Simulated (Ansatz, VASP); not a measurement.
## One calculation of BN, two programs

POSCAR

```
BN
1.0
    0.0000000000      1.8353260892      1.7917417124
    1.8353260892      0.0000000000      1.7917417124
    1.8353260892      1.8353260892      0.0000000000
B N
1 1
Direct
    0.0000000000      0.0000000000      0.0000000000
    0.2500000000      0.2500000000      0.2500000000
```

INCAR.step1

```
SYSTEM = BN
PREC = Accurate
ENCUT = 520
EDIFF = 1E-5
ISMEAR = 0
SIGMA = 0.01
LREAL = .FALSE.
LASPH = .TRUE.
NELM = 60
ALGO = Normal
ISIF = 2
LWAVE = .TRUE.
LCHARG = .FALSE.
GGA = PE
NBANDS = 11
```

File INCAR.step2:

```
SYSTEM = BN
PREC = Accurate
ENCUT = 520
EDIFF = 1E-7
ISMEAR = 0
SIGMA = 0.01
LREAL = .FALSE.
LASPH = .TRUE.
NELM = 60
ALGO = Normal
ISIF = 2
LWAVE = .FALSE.
LCHARG = .FALSE.
GGA = PE
LHFCALC = .TRUE.
HFSCREEN = 0.2079
PRECFOCK = Normal
ISTART = 1
NBANDS = 11
```

File KPOINTS:

```
Automatic mesh
0
G
  8 8 8
  0 0 0
```

Input for Ansatz:

```yaml
crystal:
  lattice:
    - [0.0, 1.8353260892, 1.7917417124]
    - [1.8353260892, 0.0, 1.7917417124]
    - [1.8353260892, 1.8353260892, 0.0]
  atoms:
    - { symbol: B, position: [0.0, 0.0, 0.0] }
    - { symbol: "N", position: [0.25, 0.25, 0.25] }
kpoints:
  mp_grid: { grid: [8, 8, 8] }
  band_path:
    path:
      - [0.0, 0.0, 0.0]
      - [-0.5, -0.5, 0.0]
      - [-0.375, -0.375, 0.25]
      - [-0.375, 0.0, 0.375]
      - [0.0, 0.0, 0.5]
      - [-0.5, -0.25, 0.25]
    npoints: 1
hamiltonian:
  xc: hse06
scf:
  occupations: { method: fixed }
  n_extra_bands: 4
output:
  forces: true
  stress: true
  eigenvalues: true
```

Change from the starting cell: epitaxial_xy strain +1.7%.

Alike in both runs: task single point; functional HSE06; k mesh 8 × 8 × 8; no spin polarisation.

|  | VASP | Ansatz |
| --- | --- | --- |
| version | VASP 6.6.1 | Ansatz 0.2.0 |
| potentials or method | VASP PAW PBE potentials, release 64 (B, N) | plane waves, PAW |
| plane-wave cutoff (eV) | 520 | 420 |
| occupations | gaussian, width 0.01 eV | fixed |
| valence electrons in the cell | 8 | 8 |

```tsv
	VASP	Ansatz	Ansatz less VASP
gap on the k mesh at the Fermi level (eV)	5.32	5.33	+0.013
pressure (GPa)	-13.7	-14.1	-0.42
traceless stress, the component that is largest in VASP (GPa)	9.80	9.79	-0.008
```

Ansatz's warnings: stress exchange threshold loose, stress scf threshold loose.
